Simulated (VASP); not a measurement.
# Ga (Im-3m) in VASP: notebook

Runs on Ga. Level: PBE. Tasks: single point.

Everything below comes from runs of VASP 6.6.1. Logs are shortened: lines on timing, memory, paths and dates and some standing lists are left out, and cuts for length are marked.

### 1 The cell of the first run

Symmetry: Im-3m, No. 229, cubic system. The conventional cell has a = 3.391 Å, b = 3.391 Å, c = 3.391 Å, α = 90.00°, β = 90.00°, γ = 90.00°. Within 3.9 Å of Ga (site symmetry m-3m) lie 14 Ga at 2.94 to 3.39 Å.

### 2 Single point, PBE

INCAR

```
  ALGO = Normal
  EDIFF = 1E-6
  ENCUT = 520
  GGA = PE
  ISIF = 2
  ISMEAR = 0
  LASPH = T
  LCHARG = F
  LREAL = F
  LWAVE = F
  NBANDS = 12
  NELM = 100
  PREC = Accurate
  SIGMA = 0.05
```

KPOINTS

```
k-points
0
Gamma
  8 8 8
```

POSCAR

```
Ga
1.0
   -1.6954273248      1.6954273248      1.6954273248
    1.6954273248     -1.6954273248      1.6954273248
    1.6954273248      1.6954273248     -1.6954273248
Ga
1
Direct
    0.0000000000      0.0000000000      0.0000000000
```

Potentials or basis: VASP PAW PBE potentials, release 64 (Ga_d).

The run is started by

```bash
cat potpaw_PBE.64/Ga_d/POTCAR > POTCAR
mpirun -np 1 vasp_std > vasp.out
```

OUTCAR:

```text
EDIFF = 1E-6
   ENCUT = 520
   GGA = PE
   ISIF = 2
   ISMEAR = 0
   LASPH = T
   LREAL = F
   NELM = 100
   PREC = Accurate

 ion  position               nearest neighbor table
   1  0.000  0.000  0.000-

  LATTYP: Found a body centered cubic cell.
 ALAT       =     3.3908546496

  Lattice vectors:

 A1 = (  -1.6954273248,   1.6954273248,   1.6954273248)
 A2 = (   1.6954273248,  -1.6954273248,   1.6954273248)
 A3 = (   1.6954273248,   1.6954273248,  -1.6954273248)

Analysis of symmetry for initial positions (statically):
=====================================================================
 Subroutine PRICEL returns:
 Original cell was already a primitive cell.

 Routine SETGRP: Setting up the symmetry group for a
 body centered cubic supercell.

 Subroutine GETGRP returns: Found 48 space group operations
 (whereof 48 operations were pure point group operations)
 out of a pool of 48 trial point group operations.

The static configuration has the point symmetry O_h .

Analysis of symmetry for dynamics (positions and initial velocities):
=====================================================================
 Subroutine PRICEL returns:
 Original cell was already a primitive cell.

 Routine SETGRP: Setting up the symmetry group for a
 body centered cubic supercell.

 Subroutine GETGRP returns: Found 48 space group operations
 (whereof 48 operations were pure point group operations)
 out of a pool of 48 trial point group operations.

The dynamic configuration has the point symmetry O_h .

 Subroutine INISYM returns: Found 48 space group operations
 (whereof 48 operations are pure point group operations),
 and found     1 'primitive' translations

----------------------------------------------------------------------------------------

                                     Primitive cell

  volume of cell :      19.4938

  direct lattice vectors                    reciprocal lattice vectors
    -1.695427325  1.695427325  1.695427325     0.000000000  0.294910901  0.294910901
     1.695427325 -1.695427325  1.695427325     0.294910901  0.000000000  0.294910901
     1.695427325  1.695427325 -1.695427325     0.294910901  0.294910901  0.000000000

  length of vectors
     2.936566267  2.936566267  2.936566267     0.417066996  0.417066996  0.417066996

  position of ions in fractional coordinates (direct lattice)
     0.000000000  0.000000000  0.000000000

  ion indices of the primitive-cell ions
   primitive index   ion index
                 1           1

----------------------------------------------------------------------------------------

 KPOINTS: k-points

Automatic generation of k-mesh.
 Grid dimensions read from file:
 generate k-points for:    8    8    8

 Generating k-lattice:

  Cartesian coordinates                     Fractional coordinates (reciprocal lattice)
     0.000000000  0.036863863  0.036863863     0.125000000  0.000000000  0.000000000
     0.036863863  0.000000000  0.036863863     0.000000000  0.125000000  0.000000000
     0.036863863  0.036863863  0.000000000     0.000000000  0.000000000  0.125000000

  Length of vectors
     0.052133374  0.052133374  0.052133374

  Shift w.r.t. Gamma in fractional coordinates (k-lattice)
     0.000000000  0.000000000  0.000000000

 Subroutine IBZKPT returns following result:
 ===========================================

 Found     29 irreducible k-points:

 Following reciprocal coordinates:
            Coordinates               Weight
  0.000000  0.000000  0.000000      1.000000
  0.125000  0.000000  0.000000     12.000000
  0.250000  0.000000  0.000000     12.000000
  0.375000  0.000000  0.000000     12.000000
  0.500000  0.000000  0.000000      6.000000
  0.125000  0.125000  0.000000     24.000000
[... 16 lines left out ...]
 -0.250000  0.250000  0.250000      6.000000
 -0.375000  0.375000  0.250000     24.000000
 [... further k-points ...]
   k-points           NKPTS =     29   k-points in BZ     NKDIM =     29   number of bands    NBANDS=     12
   number of dos      NEDOS =    301   number of ions     NIONS =      1
   total plane-waves  NPLWV =  13824
   dimension x,y,z NGX =    24 NGY =   24 NGZ =   24
   dimension x,y,z NGXF=    48 NGYF=   48 NGZF=   48
   ions per type =               1
   NGX,Y,Z   is equivalent  to a cutoff of  13.59, 13.59, 13.59 a.u.
   NGXF,Y,Z  is equivalent  to a cutoff of  27.17, 27.17, 27.17 a.u.
 SYSTEM =  unknown system
   PREC   = accura    normal or accurate (medium, high low for compatibility)
   ISTART =      0    job   : 0-new  1-cont  2-samecut
   ICHARG =      2    charge: 1-file 2-atom 10-const
   ISPIN  =      1    spin polarized calculation?
   LNONCOLLINEAR =      F non collinear calculations
   LSORBIT =      F    spin-orbit coupling
   LASPH  =      T    aspherical Exc in radial PAW
   ENCUT  =  520.0 eV  38.22 Ry    6.18 a.u.   5.46  5.46  5.46*2*pi/ulx,y,z
   NELM   =    100;   NELMIN=  2; NELMDL= -5     # of ELM steps
   EDIFF  = 0.1E-05   stopping-criterion for ELM
   LREAL  =      F    real-space projection
   EDIFFG = 0.1E-04   stopping-criterion for IOM
   NSW    =      0    number of steps for IOM
   IBRION =     -1    ionic relax: 0-MD 1-quasi-New 2-CG
   NFREE  =      0    steps in history (QN), initial steepest desc. (CG)
   ISIF   =      2    stress and relaxation
   ISYM   =      2    0-nonsym 1-usesym 2-fastsym
   POTIM  = 0.5000    time-step for ionic-motion
   TEBEG  =    0.0;   TEEND  =   0.0 temperature during run
   PSTRESS=    0.0 pullay stress
   NELECT =      13.0000    total number of electrons
   NUPDOWN=      -1.0000    fix difference up-down
   EMIN   =  10.00;   EMAX   =-10.00  energy-range for DOS
   EFERMI =   0.00;   METHOD = LEGACY
   ISMEAR =     0;   SIGMA  =   0.05  broadening in eV -4-tet -1-fermi 0-gaus
   EFERMI_NEDOS =   21; number of points for ismear=-14 and -15
   IALGO  =     38    algorithm
   IMIX   =      4    mixing-type and parameters
     AMIX     =   0.40;   BMIX     =  1.00
     AMIX_MAG =   1.60;   BMIX_MAG =  1.00
  volume/ion in A,a.u.               =      19.49       131.55
  Fermi-wavevector in a.u.,A,eV,Ry     =   1.430288  2.702852 27.833754  2.045723
  Thomas-Fermi vector in A             =   2.550149
   LORBIT       =      0    0 simple, 1 ext, 2 COOP (PROOUT), +10 PAW based schemes
   GGA     = PE    functional components
   LHFCALC =     F    Hartree Fock is set to
   AEXX    =    0.0000 exact exchange contribution
   IVDW    =     0    specifies the selected vdW correction
   LEPSILON=     F    determine dielectric tensor
   LRPA    =     F    only Hartree local field effects (RPA)
 non-spin polarized calculation
 Gauss-broadening in eV      SIGMA  =   0.05
  energy-cutoff  :      520.00
  volume of cell :       19.49
 maximum number of plane-waves:       535
 NGX is ok and might be reduce to    24
   NGX = 11   NGY = 11   NGZ = 11

 number of electron      12.9999992 magnetization

 Free energy of the ion-electron system (eV)
  ---------------------------------------------------
  ext. energy  EPLUGINS =         0.00000000
  ---------------------------------------------------
  free energy    TOTEN  =        -2.83145707 eV

  energy without entropy =       -2.82853747  energy(sigma->0) =       -2.82999727

 E-fermi :   5.4055     XC(G=0): -10.8593

 val. band max:        5.4017368616   @ k =  -0.3750   0.3750   0.1250
 cond. band min:       5.6739016462   @ k =   0.2500   0.2500   0.0000
 fundamental gap:      0.2721647846
 Fermi energy:         5.4054980432

 k-point     1 :       0.0000    0.0000    0.0000
  band No.  band energies     occupation
      1      -9.6440      2.00000
      2      -9.6440      2.00000
      3      -9.6440      2.00000
      4      -9.4711      2.00000
      5      -9.4711      2.00000
      6      -5.5339      2.00000
      7      17.4369      0.00000
      8      17.4369      0.00000
      9      17.4369      0.00000
     10      22.1063      0.00000
     11      22.1063      0.00000
     12      22.1063      0.00000

 k-point     2 :       0.1250    0.0000    0.0000
  band No.  band energies     occupation
      1      -9.6553      2.00000
      2      -9.6369      2.00000
      3      -9.6043      2.00000
      4      -9.4819      2.00000
      5      -9.4712      2.00000
      6      -5.1182      2.00000
      7      14.3358      0.00000
      8      15.9296      0.00000
      9      16.8144      0.00000
     10      19.6400      0.00000
     11      19.7908      0.00000
     12      21.8561      0.00000

 k-point     3 :       0.2500    0.0000    0.0000
  band No.  band energies     occupation
      1      -9.6825      2.00000
      2      -9.6407      2.00000
      3      -9.5064      2.00000
      4      -9.4953      2.00000
      5      -9.4711      2.00000
      6      -3.8587      2.00000
      7       9.4546      0.00000
      8      13.9149      0.00000
      9      15.5121      0.00000
     10      17.9688      0.00000
     11      17.9998      0.00000
     12      22.5633      0.00000
[... 286 lines left out ...]
 k-point    23 :      -0.2500    0.2500    0.2500
  band No.  band energies     occupation
      1      -9.5962      2.00000
      2      -9.5512      2.00000
      3      -9.5512      2.00000
      4      -9.5284      2.00000
      5      -9.5151      2.00000
      6      -2.1884      2.00000
      7      10.3927      0.00000
      8      10.3927      0.00000
      9      10.7445      0.00000
     10      13.9348      0.00000
     11      24.1590      0.00000
     12      24.1591      0.00000

 k-point    24 :      -0.3750    0.3750    0.2500
  band No.  band energies     occupation
      1      -9.6438      2.00000
      2      -9.5851      2.00000
      3      -9.5535      2.00000
      4      -9.4994      2.00000
      5      -9.4219      2.00000
      6      -0.1147      2.00000
      7       6.5296      0.00000
      8       9.0905      0.00000
      9      10.7783      0.00000
     10      14.1826      0.00000
     11      20.3018      0.00000
     12      23.3478      0.00000

 [... further k-points ...]
[... 5 lines left out ...]
  --------------------------------------------------------------------------------------
  -------------------------------------------------------------------------------------
  Total       -0.0604108     -0.0604108     -0.0604108     -0.0000000     -0.0000000      0.0000000
  in kB       -4.9650925     -4.9650925     -4.9650925     -0.0000000     -0.0000000      0.0000000
  external PRESSURE =      -4.9650925 kB  Pullay stress =       0.0000000 kB

 VOLUME and BASIS-vectors are now :
 -----------------------------------------------------------------------------
  energy-cutoff  :      520.00
  volume of cell :       19.49
      direct lattice vectors                 reciprocal lattice vectors
    -1.695427325  1.695427325  1.695427325     0.000000000  0.294910901  0.294910901
     1.695427325 -1.695427325  1.695427325     0.294910901  0.000000000  0.294910901
     1.695427325  1.695427325 -1.695427325     0.294910901  0.294910901  0.000000000

 POSITION                                       TOTAL-FORCE (eV/Angst)
 -----------------------------------------------------------------------------------
      0.00000      0.00000      0.00000        -0.000000      0.000000     -0.000000
 -----------------------------------------------------------------------------------
    total drift:                               -0.000000      0.000000      0.000000

  FREE ENERGIE OF THE ION-ELECTRON SYSTEM (eV)
  ---------------------------------------------------
  free  energy   TOTEN  =        -2.8314570743 eV

  energy  without entropy=       -2.8285374670  energy(sigma->0) =       -2.82999727
```

It took 7.1 s on 1 thread of Intel Xeon 8259CL, shared host; peak memory 0.13 GiB.

Results:

```
Free energy : -2.8315 eV
Pressure    : -0.5 GPa
```

### 3 Single point, PBE

This run uses another cell than the first one, of 19.24 Å³/atom, 0.987 times its volume.

INCAR

```
PREC = Accurate
ENCUT = 520
EDIFF = 1E-7
ISMEAR = 0
SIGMA = 0.05
LREAL = False
LASPH = True
NELM = 60
ALGO = Normal
ISIF = 2
LWAVE = False
LCHARG = False
GGA = PE
NBANDS = 12
```

KPOINTS

```
Automatic mesh
0
Gamma
  8 8 8
```

POSCAR

```
Ga
1.0
   -1.6880551762      1.6880551762      1.6880551762
    1.6880551762     -1.6880551762      1.6880551762
    1.6880551762      1.6880551762     -1.6880551762
Ga
1
Direct
    0.0000000000      0.0000000000      0.0000000000
```

Potentials or basis: VASP PAW PBE potentials, release 64 (Ga_d).

The run is started by

```bash
cat potpaw_PBE.64/Ga_d/POTCAR > POTCAR
mpirun -np 1 vasp_std > vasp.out
```

Wall time 7.9 s (1 thread of Intel Xeon 8259CL, shared host); peak memory 0.13 GiB.

Results (log left out):

| Property | Result |
| --- | --- |
| Free energy | -2.8317 eV |
| Pressure | 0.1 GPa |

Levels at points of the mesh, in eV from the Fermi level:
```tsv
k point	band 3	band 4	band 5	band 6	band 7	band 8	band 9	band 10
(0.00, 0.00, 0.00)	-15.07	-14.89	-14.89	-11.04	12.18	12.18	12.18	16.82
(0.50, 0.00, 0.00)	-14.90	-14.89	-14.78	-4.63	-3.79	6.76	8.78	11.19
(0.50, 0.50, 0.50)	-14.80	-14.80	-14.80	1.14	1.46	1.46	1.46	5.59
```
